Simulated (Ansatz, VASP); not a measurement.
## B2Pt2Cl in VASP and in Ansatz

```
B Pt Cl
1.0
     3.74792    0.00000    0.00000
     0.00000    3.74792    0.00000
     0.00000    0.00000    7.24385
B Pt Cl
2 2 1
Direct
  0.50000 0.00000 0.32223
  0.00000 0.50000 0.32223
  0.50000 0.00000 0.58041
  0.00000 0.50000 0.58041
  0.00000 0.00000 0.86813
```

Alike in both runs: functional PBE; k mesh 6 × 6 × 2; occupations gaussian, width 0.1 eV; no spin polarisation.

Ansatz relaxed the structure, and its values are those at the end. VASP's run is a single point on that final structure, the one shown.

|  | VASP | Ansatz |
| --- | --- | --- |
| version | VASP 6.6.1 | Ansatz 0.2.0 |
| potentials or method | VASP PAW PBE potentials, release 64 (B, Pt_sv_GW, Cl), cutoff 570 eV | scalar-relativistic, plane waves, PAW |
| valence electrons in the cell | 49 | 49 |

Ansatz gave:

- gap on the k mesh at the Fermi level (eV): none
- pressure (GPa): 0.2
- rms of the force components (eV/Å): 0.005

Q: Which values does VASP return?

A: gap on the k mesh at the Fermi level (eV): none; pressure (GPa): -0.3; rms of the force components (eV/Å): 0.013.

A gap of «none» marks a metal or a gap that the smearing closes.

The k mesh is coarse, so the values compare programs but aren't converged. Neither program's run includes spin-orbit coupling.
